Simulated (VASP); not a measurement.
# Li3TaO4 (I4/mmm) in VASP: a series of runs, part 2 of 3

VASP 6.6.1. The steps go on from the part before.

**5. Single point, r2SCAN**

This run uses another cell than the first one, of 8.90 Å³/atom, 1.064 times its volume.

POSCAR reads:

```
Li3TaO4
1.0
   -2.0440878288      2.0440878288      4.2608224891
    2.0440878288     -2.0440878288      4.2608224891
    2.0440878288      2.0440878288     -4.2608224891
Li Ta O
3 1 4
Direct
    0.5000000000      0.5000000000      0.0000000000
    0.2500000000      0.7500000000      0.5000000000
    0.7500000000      0.2500000000      0.5000000000
    0.0000000000      0.0000000000      0.0000000000
    0.0000000000      0.5000000000      0.5000000000
    0.7750183256      0.7750183256      0.0000000000
    0.5000000000      0.0000000000      0.5000000000
    0.2249816744      0.2249816744      0.0000000000
```

INCAR.step1 reads:

```
SYSTEM = Li3TaO4
PREC     = Accurate       ! precision mode
ENCUT    = 520            ! plane-wave cutoff, eV
ISMEAR   = 0              ! smearing method
SIGMA    = 0.02           ! smearing width, eV
LREAL    = .False.        ! projectors in reciprocal space
LASPH    = .True.         ! aspherical terms in the spheres
NELM     = 60             ! most SCF steps
NBANDS   = 32             ! bands
GGA      = PE             ! functional
ALGO     = Normal         ! electronic algorithm
EDIFF    = 1E-4           ! SCF threshold, eV
LWAVE    = .True.         ! write WAVECAR
LCHARG   = .False.        ! write CHGCAR
```

INCAR.step2 reads:

```
SYSTEM = Li3TaO4
PREC     = Accurate       ! precision mode
ENCUT    = 520            ! plane-wave cutoff, eV
EDIFF    = 1E-6           ! SCF threshold, eV
ISMEAR   = 0              ! smearing method
SIGMA    = 0.02           ! smearing width, eV
LREAL    = .False.        ! projectors in reciprocal space
LASPH    = .True.         ! aspherical terms in the spheres
NELM     = 60             ! most SCF steps
ALGO     = Normal         ! electronic algorithm
ISIF     = 2              ! what is computed and relaxed
LWAVE    = .False.        ! write WAVECAR
LCHARG   = .True.         ! write CHGCAR
METAGGA  = R2SCAN         ! meta-GGA
LMIXTAU  = .True.       
LELF     = .True.         ! ELF
LVHAR    = .True.       
NBANDS   = 32             ! bands
ISTART   = 1
```

KPOINTS reads:

```
regular mesh
0
Gamma
  10 10 10
  0 0 0
```

Potentials or basis: VASP PAW PBE potentials, release 64 (Li_sv, Ta_pv, O).

The run is started by

```console
$ cat potpaw_PBE.64/Li_sv/POTCAR potpaw_PBE.64/Ta_pv/POTCAR potpaw_PBE.64/O/POTCAR > POTCAR
$ cp INCAR.step1 INCAR
$ mpirun -np 1 vasp_std > vasp.out
$ cp INCAR.step2 INCAR
$ mpirun -np 1 vasp_std > vasp.out
```

OUTCAR:

```text
SYSTEM = Li3TaO4
   PREC = Accurate
   ENCUT = 520
   EDIFF = 1E-6
   ISMEAR = 0
   LREAL = .False.
   LASPH = .True.
   NELM = 60
   ISIF = 2
   METAGGA = R2SCAN
   ISTART = 1

 ion  position               nearest neighbor table
   1  0.500  0.500  0.000-   5 2.04   7 2.04   7 2.04   5 2.04   4 2.89   4 2.89   4 2.89   4 2.89

   2  0.250  0.750  0.500-   6 2.06   8 2.06   6 2.06   8 2.06   7 2.13   5 2.13   4 2.95   4 2.95
                             4 2.95   4 2.95
   3  0.750  0.250  0.500-   6 2.06   8 2.06   6 2.06   8 2.06   7 2.13   5 2.13   4 2.95   4 2.95
                             4 2.95   4 2.95
   4  0.000  0.000  0.000-   6 1.92   8 1.92   7 2.04   5 2.04   5 2.04   7 2.04   1 2.89   1 2.89
                             1 2.89   1 2.89   3 2.95   2 2.95   3 2.95   3 2.95   2 2.95   2 2.95
   5  0.000  0.500  0.500-   1 2.04   4 2.04   4 2.04   1 2.04   3 2.13   2 2.13
   6  0.775  0.775  0.000-   4 1.92   3 2.06   2 2.06   3 2.06   2 2.06
   7  0.500  0.000  0.500-   1 2.04   4 2.04   1 2.04   4 2.04   3 2.13   2 2.13
   8  0.225  0.225  0.000-   4 1.92   2 2.06   3 2.06   2 2.06   3 2.06

  LATTYP: Found a body centered tetragonal cell.
 ALAT       =     4.0881756576
 C/A-ratio  =     2.0844615525

  Lattice vectors:

 A1 = (  -2.0440878288,   2.0440878288,   4.2608224891)
 A2 = (   2.0440878288,  -2.0440878288,   4.2608224891)
 A3 = (   2.0440878288,   2.0440878288,  -4.2608224891)

Analysis of symmetry for initial positions (statically):
=====================================================================
 Subroutine PRICEL returns:
 Original cell was already a primitive cell.

 Routine SETGRP: Setting up the symmetry group for a
 body centered tetragonal supercell.

 Subroutine GETGRP returns: Found 16 space group operations
 (whereof 16 operations were pure point group operations)
 out of a pool of 16 trial point group operations.

The static configuration has the point symmetry D_4h.

Analysis of symmetry for dynamics (positions and initial velocities):
=====================================================================
 Subroutine PRICEL returns:
 Original cell was already a primitive cell.

 Routine SETGRP: Setting up the symmetry group for a
 body centered tetragonal supercell.

 Subroutine GETGRP returns: Found 16 space group operations
 (whereof 16 operations were pure point group operations)
 out of a pool of 16 trial point group operations.

The dynamic configuration has the point symmetry D_4h.

 Subroutine INISYM returns: Found 16 space group operations
 (whereof 16 operations are pure point group operations),
 and found     1 'primitive' translations

----------------------------------------------------------------------------------------

                                     Primitive cell

  volume of cell :      71.2119

  direct lattice vectors                    reciprocal lattice vectors
    -2.044087829  2.044087829  4.260822489     0.000000000  0.244607885  0.117348235
     2.044087829 -2.044087829  4.260822489     0.244607885  0.000000000  0.117348235
     2.044087829  2.044087829 -4.260822489     0.244607885  0.244607885  0.000000000

  length of vectors
     5.148902639  5.148902639  5.148902639     0.271299881  0.271299881  0.345927788

  position of ions in fractional coordinates (direct lattice)
     0.500000000  0.500000000  0.000000000
     0.250000000  0.750000000  0.500000000
[... 70 lines left out ...]
 [... further k-points ...]
   k-points           NKPTS =    102   k-points in BZ     NKDIM =    102   number of bands    NBANDS=     32
   number of dos      NEDOS =    301   number of ions     NIONS =      8
   total plane-waves  NPLWV =  64000
   dimension x,y,z NGX =    40 NGY =   40 NGZ =   40
   dimension x,y,z NGXF=    80 NGYF=   80 NGZF=   80
   ions per type =               3   1   4
   NGX,Y,Z   is equivalent  to a cutoff of  12.92, 12.92, 12.92 a.u.
   NGXF,Y,Z  is equivalent  to a cutoff of  25.83, 25.83, 25.83 a.u.
 SYSTEM =  Li3TaO4
   PREC   = accura    normal or accurate (medium, high low for compatibility)
   ISTART =      1    job   : 0-new  1-cont  2-samecut
   ICHARG =      0    charge: 1-file 2-atom 10-const
   ISPIN  =      1    spin polarized calculation?
   LNONCOLLINEAR =      F non collinear calculations
   LSORBIT =      F    spin-orbit coupling
   LASPH  =      T    aspherical Exc in radial PAW
   ENCUT  =  520.0 eV  38.22 Ry    6.18 a.u.   9.57  9.57  9.57*2*pi/ulx,y,z
   NELM   =     60;   NELMIN=  2; NELMDL=  0     # of ELM steps
   EDIFF  = 0.1E-05   stopping-criterion for ELM
   LREAL  =      F    real-space projection
   EDIFFG = 0.1E-04   stopping-criterion for IOM
   NSW    =      0    number of steps for IOM
   IBRION =     -1    ionic relax: 0-MD 1-quasi-New 2-CG
   NFREE  =      0    steps in history (QN), initial steepest desc. (CG)
   ISIF   =      2    stress and relaxation
   ISYM   =      2    0-nonsym 1-usesym 2-fastsym
   POTIM  = 0.5000    time-step for ionic-motion
   TEBEG  =    0.0;   TEEND  =   0.0 temperature during run
   PSTRESS=    0.0 pullay stress
   NELECT =      44.0000    total number of electrons
   NUPDOWN=      -1.0000    fix difference up-down
   EMIN   =  10.00;   EMAX   =-10.00  energy-range for DOS
   EFERMI =   0.00;   METHOD = LEGACY
   ISMEAR =     0;   SIGMA  =   0.02  broadening in eV -4-tet -1-fermi 0-gaus
   EFERMI_NEDOS =   21; number of points for ismear=-14 and -15
   IALGO  =     38    algorithm
   IMIX   =      4    mixing-type and parameters
     AMIX     =   0.40;   BMIX     =  1.00
     AMIX_MAG =   1.60;   BMIX_MAG =  1.00
  volume/ion in A,a.u.               =       8.90        60.07
  Fermi-wavevector in a.u.,A,eV,Ry     =   1.394360  2.634958 26.452984  1.944239
  Thomas-Fermi vector in A             =   2.517917
   LORBIT       =      0    0 simple, 1 ext, 2 COOP (PROOUT), +10 PAW based schemes
   METAGGA = R2SCAN    functional components
   LHFCALC =     F    Hartree Fock is set to
   AEXX    =    0.0000 exact exchange contribution
   IVDW    =     0    specifies the selected vdW correction
   LEPSILON=     F    determine dielectric tensor
   LRPA    =     F    only Hartree local field effects (RPA)
 non-spin polarized calculation
 Gauss-broadening in eV      SIGMA  =   0.02
  energy-cutoff  :      520.00
  volume of cell :       71.21
 maximum number of plane-waves:      1943
 NGX is ok and might be reduce to    40
   NGX = 19   NGY = 19   NGZ = 19

 number of electron      44.0000004 magnetization

 Free energy of the ion-electron system (eV)
  ---------------------------------------------------
  ext. energy  EPLUGINS =         0.00000000
  ---------------------------------------------------
  free energy    TOTEN  =      -101.07332889 eV

  energy without entropy =     -101.07332889  energy(sigma->0) =     -101.07332889

 E-fermi :   2.5297     XC(G=0): -11.7122

 val. band max:        2.4022574439   @ k =   0.4000   0.4000   0.1000
 cond. band min:       4.4600265119   @ k =   0.0000   0.0000   0.0000
 fundamental gap:      2.0577690680
 Fermi energy:         2.5296542957

 k-point     1 :       0.0000    0.0000    0.0000
  band No.  band energies     occupation
      1     -42.5603      2.00000
      2     -41.5347      2.00000
      3     -41.5048      2.00000
      4     -33.0390      2.00000
      5     -33.0390      2.00000
      6     -32.8613      2.00000
[... 829 lines left out ...]
     31      14.2188      0.00000
     32      14.7644      0.00000

 [... further k-points ...]

------------------------ aborting loop because EDIFF is reached ----------------------------------------

  FORCE on cell =-STRESS in cart. coord.  units (eV):
  Direction    XX          YY          ZZ          XY          YZ          ZX
  --------------------------------------------------------------------------------------
  -------------------------------------------------------------------------------------
  Total        0.2778300      0.2778300      0.4719164      0.0000000      0.0000000      0.0000000
  in kB        6.2508233      6.2508233     10.6175210      0.0000000      0.0000000      0.0000000
  external PRESSURE =       7.7063892 kB  Pullay stress =       0.0000000 kB

 VOLUME and BASIS-vectors are now :
 -----------------------------------------------------------------------------
  energy-cutoff  :      520.00
  volume of cell :       71.21
      direct lattice vectors                 reciprocal lattice vectors
    -2.044087829  2.044087829  4.260822489     0.000000000  0.244607885  0.117348235
     2.044087829 -2.044087829  4.260822489     0.244607885  0.000000000  0.117348235
     2.044087829  2.044087829 -4.260822489     0.244607885  0.244607885  0.000000000

 POSITION                                       TOTAL-FORCE (eV/Angst)
 -----------------------------------------------------------------------------------
      0.00000      0.00000      4.26082         0.000000      0.000000      0.000000
      2.04409      0.00000      2.13041         0.000000      0.000000      0.000000
      0.00000      2.04409      2.13041         0.000000      0.000000      0.000000
      0.00000      0.00000      0.00000         0.000000      0.000000      0.000000
      2.04409      0.00000      0.00000         0.000000      0.000000      0.000000
      0.00000      0.00000      6.60443        -0.000000     -0.000000     -0.183926
      0.00000      2.04409      0.00000         0.000000      0.000000      0.000000
      0.00000      0.00000      1.91721        -0.000000     -0.000000      0.183926
 -----------------------------------------------------------------------------------
    total drift:                                0.000000      0.000000     -0.000000

  FREE ENERGIE OF THE ION-ELECTRON SYSTEM (eV)
  ---------------------------------------------------
  free  energy   TOTEN  =      -101.0733288869 eV

  energy  without entropy=     -101.0733288869  energy(sigma->0) =     -101.07332889
```

Run time: 26 min. Hardware: 1 thread of Oxide Virtual Turin-like, shared host; peak memory 0.36 GiB.

Results:

```yaml
Free_energy: -101.0733 eV
Largest_force: 0.184 eV/Å
Band_gap_on_the_k_mesh: 2.06 eV, indirect (least direct gap 2.14 eV)
```

Forces in eV/Å, atoms in the order of the input:
```
Li   0.000  0.000  0.000
Li   0.000  0.000  0.000
Li   0.000  0.000  0.000
Ta   0.000  0.000  0.000
O    0.000  0.000  0.000
O    0.000  0.000 -0.184
O    0.000  0.000  0.000
O    0.000  0.000  0.184
```

Levels at points of the mesh, in eV from the valence-band top:
```
           k point  band 18  band 19  band 20  band 21  band 22  band 23  band 24  band 25  band 26  band 27
(0.00, 0.00, 0.00)    -2.09    -2.07    -0.17    -0.17    -0.08     2.06     4.69     4.69     6.08     7.54
(0.50, 0.00, 0.00)    -2.39    -1.15    -1.11    -0.53    -0.23     4.45     4.64     5.89     6.96    10.20
(0.50, 0.50, 0.00)    -1.30    -0.94    -0.59    -0.12    -0.01     5.93     5.97     6.11     9.24     9.41
(0.50, 0.50, 0.50)    -1.70    -1.70    -1.58    -1.58    -0.48     2.12     4.36     4.36     6.08     7.10
```

Caveat: the cutoff is under 1.25 times the usual one of these potentials, so pressure, stress and relaxed cells hold a basis-set (Pulay) error; the PAW data sets were made with another functional, which shifts forces and pressure a little; spin-orbit coupling is left out, which moves the levels of the heavy elements.

(Continued in part 3 of 3.)
